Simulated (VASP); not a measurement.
# Si in VASP: single point with r2SCAN

Aim: the single point of Si with r2SCAN.

All numbers are computed with VASP 6.6.1; they aren't measurements. Logs are shortened: lines on timing, memory, paths and dates and some standing lists are left out, and cuts for length are marked.

## 1. The cell of the first run

The cell holds a slab with vacuum, 18 atoms: a = 3.832 Å, b = 7.410 Å, c = 27.370 Å, α = 90.00°, β = 90.00°, γ = 104.99°.

## 2. Single point, r2SCAN

Contents of POSCAR:

```
Si
1.0
    3.8319083593      0.0000000000      0.0000000000
   -1.9159541796      7.1576058301      0.0000000000
    0.0000000000      0.0000000000     27.3702943358
Si
18
Direct
    0.5216351854      0.0387615510      0.2970312880
    0.1140125317      0.2241274763      0.2938587321
    0.3591656622      0.7192105931      0.3122425917
    0.8488363437      0.6991091948      0.3619546274
    0.1186774667      0.2365137660      0.3806427995
    0.7046369547      0.4090828162      0.4039855868
    0.9709929929      0.9425086757      0.4208165176
    0.4577884470      0.9160688824      0.4707518708
    0.7257476182      0.4512741372      0.4888736557
    0.3116666087      0.6235213444      0.5111262821
    0.5796257180      0.1587265647      0.5292480657
    0.0664206997      0.1322867349      0.5791834316
    0.3327632443      0.6657132217      0.5960143495
    0.9187216666      0.8382819135      0.6193573345
    0.1885532998      0.3756866756      0.6380452573
    0.6782218104      0.3555852851      0.6877573755
    0.9233687899      0.8506685718      0.7061414138
    0.5157458320      0.0360343393      0.7029688205
```

Contents of INCAR.step1:

```
SYSTEM = Si
PREC = Accurate
ENCUT = 520
ISMEAR = 0
SIGMA = 0.05
LREAL = Auto
LASPH = .True.
NELM = 60
LDIPOL = .True.
IDIPOL = 3
DIPOL = 0.5 0.5 0.500
ISYM = 0
NBANDS = 51
GGA = PE
ALGO = Normal
EDIFF = 1E-4
LWAVE = .True.
LCHARG = .False.
```

Contents of INCAR.step2:

```
SYSTEM = Si
PREC = Accurate
ENCUT = 520
EDIFF = 1E-6
ISMEAR = 0
SIGMA = 0.05
LREAL = Auto
LASPH = .True.
NELM = 60
ALGO = Normal
ISIF = 2
LWAVE = .False.
LCHARG = .True.
LDIPOL = .True.
IDIPOL = 3
DIPOL = 0.5 0.5 0.500
METAGGA = R2SCAN
LMIXTAU = .True.
LELF = .True.
LVHAR = .True.
LVACPOTAV = .True.
ISYM = 0
NBANDS = 51
ISTART = 1
```

Contents of KPOINTS:

```
regular mesh
0
Gamma
  7 4 1
  0 0 0
```

Potentials or basis: VASP PAW PBE potentials, release 64 (Si).

Started as:

```sh
cat potpaw_PBE.64/Si/POTCAR > POTCAR
cp INCAR.step1 INCAR
mpirun -np 1 vasp_std > vasp.out
cp INCAR.step2 INCAR
mpirun -np 1 vasp_std > vasp.out
```

OUTCAR:

```text
SYSTEM = Si
   PREC = Accurate
   ENCUT = 520
   EDIFF = 1E-6
   ISMEAR = 0
   LREAL = Auto
   LASPH = .True.
   NELM = 60
   ISIF = 2
   METAGGA = R2SCAN
   ISYM = 0
   ISTART = 1

 ion  position               nearest neighbor table
   1  0.522  0.039  0.297-   3 2.32   2 2.33   2 2.33
   2  0.114  0.224  0.294-   1 2.33   1 2.33   5 2.38
   3  0.359  0.719  0.312-   1 2.32   4 2.35   4 2.36
   4  0.849  0.699  0.362-   3 2.35   3 2.36   7 2.37   6 2.37
   5  0.119  0.237  0.381-   6 2.37   6 2.37   7 2.37   2 2.38
   6  0.705  0.409  0.404-   9 2.34   5 2.37   5 2.37   4 2.37
   7  0.971  0.943  0.421-   8 2.36   8 2.36   4 2.37   5 2.37
   8  0.458  0.916  0.471-   7 2.36   7 2.36  11 2.36  10 2.37
   9  0.726  0.451  0.489-   6 2.34  10 2.36  10 2.36  11 2.37
  10  0.312  0.624  0.511-  13 2.34   9 2.36   9 2.36   8 2.37
  11  0.580  0.159  0.529-  12 2.36  12 2.36   8 2.36   9 2.37
  12  0.066  0.132  0.579-  11 2.36  11 2.36  15 2.37  14 2.37
  13  0.333  0.666  0.596-  10 2.34  14 2.37  14 2.37  15 2.37
  14  0.919  0.838  0.619-  13 2.37  13 2.37  12 2.37  17 2.38
  15  0.189  0.376  0.638-  16 2.35  16 2.36  12 2.37  13 2.37
  16  0.678  0.356  0.688-  18 2.32  15 2.35  15 2.36
  17  0.923  0.851  0.706-  18 2.33  18 2.33  14 2.38
  18  0.516  0.036  0.703-  16 2.32  17 2.33  17 2.33

IMPORTANT INFORMATION: All symmetrisations will be switched off!
NOSYMM: (Re-)initialisation of all symmetry stuff for point group C_1.

----------------------------------------------------------------------------------------

                                     Primitive cell

  volume of cell :     750.6930

  direct lattice vectors                    reciprocal lattice vectors
     3.831908359  0.000000000  0.000000000     0.260966575  0.069855761  0.000000000
    -1.915954180  7.157605830  0.000000000     0.000000000  0.139711521  0.000000000
     0.000000000  0.000000000 27.370294336     0.000000000  0.000000000  0.036535961

  length of vectors
     3.831908359  7.409601989 27.370294336     0.270154364  0.139711521  0.036535961

  position of ions in fractional coordinates (direct lattice)
     0.521635185  0.038761551  0.297031288
     0.114012532  0.224127476  0.293858732
     0.359165662  0.719210593  0.312242592
     0.848836344  0.699109195  0.361954627
     0.118677467  0.236513766  0.380642800
     0.704636955  0.409082816  0.403985587
[... 10 lines left out ...]
     0.923368790  0.850668572  0.706141414
     0.515745832  0.036034339  0.702968820

  ion indices of the primitive-cell ions
   primitive index   ion index
                 1           1
                 2           2
                 3           3
                 4           4
                 5           5
                 6           6
[... 10 lines left out ...]
                17          17
                18          18

----------------------------------------------------------------------------------------

 KPOINTS: regular mesh

Automatic generation of k-mesh.
 Grid dimensions read from file:
 generate k-points for:    7    4    1

 Generating k-lattice:

  Cartesian coordinates                     Fractional coordinates (reciprocal lattice)
     0.037280939  0.009979394  0.000000000     0.142857143  0.000000000  0.000000000
     0.000000000  0.034927880  0.000000000     0.000000000  0.250000000  0.000000000
     0.000000000  0.000000000  0.036535961     0.000000000  0.000000000  1.000000000

  Length of vectors
     0.038593481  0.034927880  0.036535961

  Shift w.r.t. Gamma in fractional coordinates (k-lattice)
     0.000000000  0.000000000  0.000000000

 -----------------------------------------------------------------------------
|                                                                             |
|           W    W    AA    RRRRR   N    N  II  N    N   GGGG   !!!           |
|           W    W   A  A   R    R  NN   N  II  NN   N  G    G  !!!           |
|           W    W  A    A  R    R  N N  N  II  N N  N  G       !!!           |
|           W WW W  AAAAAA  RRRRR   N  N N  II  N  N N  G  GGG   !            |
|           WW  WW  A    A  R   R   N   NN  II  N   NN  G    G                |
|           W    W  A    A  R    R  N    N  II  N    N   GGGG   !!!           |
|                                                                             |
|     Your reciprocal lattice and k-lattice belong to different lattice       |
|     classes:                                                                |
|                                                                             |
|        The reciprocal lattice is base centered orthorhombic,                |
|        whereas your k-lattice is simple monoclinic.                         |
|                                                                             |
|     Results are often still useful ...                                      |
|                                                                             |
 -----------------------------------------------------------------------------

 WARNING: IBZKPT: internal override: KBLOWUP is changed to .FALSE.
      ... skipping the blow-up phase ...

 Subroutine IBZKPT returns following result:
 ===========================================

 Found     15 irreducible k-points:

 Following reciprocal coordinates:
            Coordinates               Weight
  0.000000  0.000000  0.000000      1.000000
  0.142857 -0.000000  0.000000      2.000000
  0.285714 -0.000000  0.000000      2.000000
  0.428571  0.000000  0.000000      2.000000
  0.000000  0.250000  0.000000      2.000000
  0.142857  0.250000  0.000000      2.000000
  0.285714  0.250000  0.000000      2.000000
  0.428571  0.250000  0.000000      2.000000
 -0.428571  0.250000  0.000000      2.000000
 -0.285714  0.250000  0.000000      2.000000
 -0.142857  0.250000  0.000000      2.000000
  0.000000  0.500000  0.000000      1.000000
  0.142857  0.500000  0.000000      2.000000
  0.285714  0.500000  0.000000      2.000000
  0.428571  0.500000  0.000000      2.000000
   k-points           NKPTS =     15   k-points in BZ     NKDIM =     15   number of bands    NBANDS=     51
   number of dos      NEDOS =    301   number of ions     NIONS =     18
   total plane-waves  NPLWV = 329280
   dimension x,y,z NGX =    28 NGY =   56 NGZ =  210
   dimension x,y,z NGXF=    56 NGYF=  112 NGZF=  420
   ions per type =              18
   NGX,Y,Z   is equivalent  to a cutoff of  12.15, 12.56, 12.76 a.u.
   NGXF,Y,Z  is equivalent  to a cutoff of  24.30, 25.13, 25.51 a.u.
 SYSTEM =  Si
   PREC   = accura    normal or accurate (medium, high low for compatibility)
   ISTART =      1    job   : 0-new  1-cont  2-samecut
   ICHARG =      0    charge: 1-file 2-atom 10-const
   ISPIN  =      1    spin polarized calculation?
   LNONCOLLINEAR =      F non collinear calculations
   LSORBIT =      F    spin-orbit coupling
   LASPH  =      T    aspherical Exc in radial PAW
   ENCUT  =  520.0 eV  38.22 Ry    6.18 a.u.   7.12 13.78 50.89*2*pi/ulx,y,z
   NELM   =     60;   NELMIN=  2; NELMDL=  0     # of ELM steps
   EDIFF  = 0.1E-05   stopping-criterion for ELM
   LREAL  =      T    real-space projection
   EDIFFG = 0.1E-04   stopping-criterion for IOM
   NSW    =      0    number of steps for IOM
   IBRION =     -1    ionic relax: 0-MD 1-quasi-New 2-CG
   NFREE  =      0    steps in history (QN), initial steepest desc. (CG)
   ISIF   =      2    stress and relaxation
   ISYM   =      0    0-nonsym 1-usesym 2-fastsym
   POTIM  = 0.5000    time-step for ionic-motion
   TEBEG  =    0.0;   TEEND  =   0.0 temperature during run
   PSTRESS=    0.0 pullay stress
   NELECT =      72.0000    total number of electrons
   NUPDOWN=      -1.0000    fix difference up-down
   EMIN   =  10.00;   EMAX   =-10.00  energy-range for DOS
   EFERMI =   0.00;   METHOD = LEGACY
   ISMEAR =     0;   SIGMA  =   0.05  broadening in eV -4-tet -1-fermi 0-gaus
   EFERMI_NEDOS =   21; number of points for ismear=-14 and -15
   IALGO  =     38    algorithm
   IMIX   =      4    mixing-type and parameters
     AMIX     =   0.40;   BMIX     =  1.00
     AMIX_MAG =   1.60;   BMIX_MAG =  1.00
  volume/ion in A,a.u.               =      41.71       281.44
  Fermi-wavevector in a.u.,A,eV,Ry     =   0.749373  1.416110  7.640492  0.561560
  Thomas-Fermi vector in A             =   1.845878
   LORBIT       =      0    0 simple, 1 ext, 2 COOP (PROOUT), +10 PAW based schemes
   METAGGA = R2SCAN    functional components
   LHFCALC =     F    Hartree Fock is set to
   AEXX    =    0.0000 exact exchange contribution
   IVDW    =     0    specifies the selected vdW correction
   LEPSILON=     F    determine dielectric tensor
   LRPA    =     F    only Hartree local field effects (RPA)
 non-spin polarized calculation
 Gauss-broadening in eV      SIGMA  =   0.05
  energy-cutoff  :      520.00
  volume of cell :      750.69
 maximum number of plane-waves:     20248
   NGX = 15   NGY = 27   NGZ =101

 dipolmoment           0.000000      0.000000      0.000162 electrons x Angstroem

 number of electron      71.9999999 magnetization

 dipolmoment           0.000000      0.000000     -0.000469 electrons x Angstroem

 Free energy of the ion-electron system (eV)
  ---------------------------------------------------
  ext. energy  EPLUGINS =         0.00000000
  ---------------------------------------------------
  free energy    TOTEN  =      -151.82119173 eV

  energy without entropy =     -151.81716862  energy(sigma->0) =     -151.81918017

 E-fermi :   0.0841     XC(G=0):  -5.2518

 val. band max:        0.0304558534   @ k =  -0.4286   0.2500   0.0000
 cond. band min:       0.0944566017   @ k =   0.0000   0.2500   0.0000
 fundamental gap:      0.0640007483
 Fermi energy:         0.0841442631

 k-point     1 :       0.0000    0.0000    0.0000
  band No.  band energies     occupation
      1     -12.1240      2.00000
      2     -11.7017      2.00000
      3     -10.9716      2.00000
      4      -9.9700      2.00000
      5      -9.8589      2.00000
      6      -9.7453      2.00000
[... 40 lines left out ...]
     47       2.9713      0.00000
     48       3.0814      0.00000
[... 712 lines left out ...]
     47       3.3479      0.00000
     48       3.5698      0.00000
 [bands above 48 left out]

------------------------ aborting loop because EDIFF is reached ----------------------------------------

  FORCE on cell =-STRESS in cart. coord.  units (eV):
  Direction    XX          YY          ZZ          XY          YZ          ZX
  --------------------------------------------------------------------------------------
  -------------------------------------------------------------------------------------
  Total       -3.2157740     -8.8016135     -0.6274972      0.1388247      0.0207356      0.0466337
  in kB       -6.8633120    -18.7849704     -1.3392450      0.2962886      0.0442552      0.0995286
  external PRESSURE =      -8.9958425 kB  Pullay stress =       0.0000000 kB

 VOLUME and BASIS-vectors are now :
 -----------------------------------------------------------------------------
  energy-cutoff  :      520.00
  volume of cell :      750.69
      direct lattice vectors                 reciprocal lattice vectors
     3.831908359  0.000000000  0.000000000     0.260966575  0.069855761  0.000000000
    -1.915954180  7.157605830  0.000000000     0.000000000  0.139711521  0.000000000
     0.000000000  0.000000000 27.370294336     0.000000000  0.000000000  0.036535961

 POSITION                                       TOTAL-FORCE (eV/Angst)
 -----------------------------------------------------------------------------------
      1.92459      0.27744      8.12983        -0.001329      0.012024      0.011250
      0.00747      1.60422      8.04300        -0.002410     -0.027364      0.025689
     -0.00168      5.14783      8.54617        -0.003703      0.015647      0.019280
      1.91320      5.00395      9.90680         0.001146      0.000519     -0.002105
      0.00161      1.69287     10.41831         0.001130      0.004130      0.011120
      1.91632      2.92805     11.05720        -0.001259     -0.005128     -0.013394
[... 10 lines left out ...]
      1.90842      6.08875     19.32730         0.001423      0.026052     -0.025788
      1.90725      0.25792     19.24046         0.001250     -0.012740     -0.010787
 -----------------------------------------------------------------------------------
    total drift:                                0.001764      0.002406     -0.004491

  FREE ENERGIE OF THE ION-ELECTRON SYSTEM (eV)
  ---------------------------------------------------
  free  energy   TOTEN  =      -151.8211917270 eV

  energy  without entropy=     -151.8171686224  energy(sigma->0) =     -151.81918017

 vacuum level on the upper side and lower side of the slab         5.072         5.075
```

It took 34 min on 1 thread of Intel Xeon 6975P-C (Granite Rapids), shared host; peak memory 0.93 GiB.

What came out:

```
Free energy            : -151.8212 eV
Largest force          : 0.038 eV/Å
Band gap on the k mesh : zero (bands 36 and 37 overlap by 1.31 eV)
```

Forces in eV/Å, atoms in the order of the input:
```
Si  -0.001  0.012  0.011
Si  -0.002 -0.027  0.026
Si  -0.004  0.016  0.019
Si   0.001  0.001 -0.002
Si   0.001  0.004  0.011
Si  -0.001 -0.005 -0.013
Si   0.005 -0.006 -0.006
Si  -0.003  0.010 -0.002
Si   0.001 -0.005  0.007
Si  -0.001  0.007 -0.006
Si   0.002 -0.007  0.002
Si  -0.006  0.005  0.007
Si   0.003  0.006  0.012
Si   0.001 -0.003 -0.012
Si  -0.002 -0.001  0.001
Si   0.004 -0.019 -0.019
Si   0.001  0.026 -0.026
Si   0.001 -0.013 -0.011
```

Caveat: the PAW data sets were made with another functional, which shifts forces and pressure a little.

The gap in the log of VASP goes by the Fermi energy; the results here count the filled bands.